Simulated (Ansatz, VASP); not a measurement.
# Two plane-wave programs on ZnSiP2

Contents of INCAR:

```
PREC = Accurate ; ENCUT = 500
EDIFF = 1E-6 ; ISMEAR = -1
SIGMA = 0.05 ; LREAL = F
LASPH = T ; NELM = 120
ALGO = Normal ; ISIF = 2
LWAVE = F ; LCHARG = F
GGA = PS ; NBANDS = 36
GGA_COMPAT = F
```

The input KPOINTS:

```
Automatic mesh
0
Gamma
  7 7 7
```

POSCAR

```
ZnSiP2
1.0
   -2.7393970699      2.7393970699      5.3326062938
    2.7393970699     -2.7393970699      5.3326062938
    2.7393970699      2.7393970699     -5.3326062938
Zn P Si
2 4 2
Direct
    0.7500000000      0.2500000000      0.5000000000
    0.0000000000      0.0000000000      0.0000000000
    0.1423012000      0.6250000000      0.0173012000
    0.6076988000      0.1250000000      0.9826988000
    0.8750000000      0.8576988000      0.4826988000
    0.3750000000      0.3923012000      0.5173012000
    0.2500000000      0.7500000000      0.5000000000
    0.5000000000      0.5000000000      0.0000000000
```

Contents of input.yaml:

```yaml
crystal:
  lattice:
    - [-2.7393970699, 2.7393970699, 5.3326062938]
    - [2.7393970699, -2.7393970699, 5.3326062938]
    - [2.7393970699, 2.7393970699, -5.3326062938]
  atoms:
    - { symbol: Zn, position: [0.75, 0.25, 0.5] }
    - { symbol: Zn, position: [0.0, 0.0, 0.0] }
    - { symbol: P, position: [0.1423012, 0.625, 0.0173012] }
    - { symbol: P, position: [0.6076988, 0.125, 0.9826988] }
    - { symbol: P, position: [0.875, 0.8576988, 0.4826988] }
    - { symbol: P, position: [0.375, 0.3923012, 0.5173012] }
    - { symbol: Si, position: [0.25, 0.75, 0.5] }
    - { symbol: Si, position: [0.5, 0.5, 0.0] }
hamiltonian:
  xc: pbesol
  pseudopotentials: { kind: paw }
kpoints:
  mp_grid: { grid: [7, 7, 7] }
scf:
  occupations: { method: fermi_dirac, width: 0.05 }
output:
  forces: true
  stress: true
  eigenvalues: true
```

Alike in both runs: task single point; functional PBEsol; k mesh 7 × 7 × 7; occupations fermi-dirac, width 0.05 eV; no spin polarisation.

```csv
,VASP,Ansatz
version,VASP 6.6.1,Ansatz 0.2.0
potentials or method,"VASP PAW PBE potentials, release 64 (Zn, P, Si)",Ansatz PAW
plane-wave cutoff (eV),500,420
valence electrons in the cell,52,52
```

```tsv
	VASP	Ansatz	Ansatz less VASP
gap on the k mesh at the Fermi level (eV)	1.31	1.31	-0.001
least direct gap on the mesh (eV)	1.31	1.31	-0.001
pressure (GPa)	-5.2	-5.3	-0.12
rms of the force components (eV/Å)	0.007	0.013	+0.0055
```

VASP's potentials were made for PBE, not for PBEsol. Atom by atom the forces differ by 0.005 eV/Å (rms over components).

Noted on Ansatz's run: odd divisions of the mesh miss points on the zone boundary, where band edges often lie, so the gap on the mesh can be too wide.
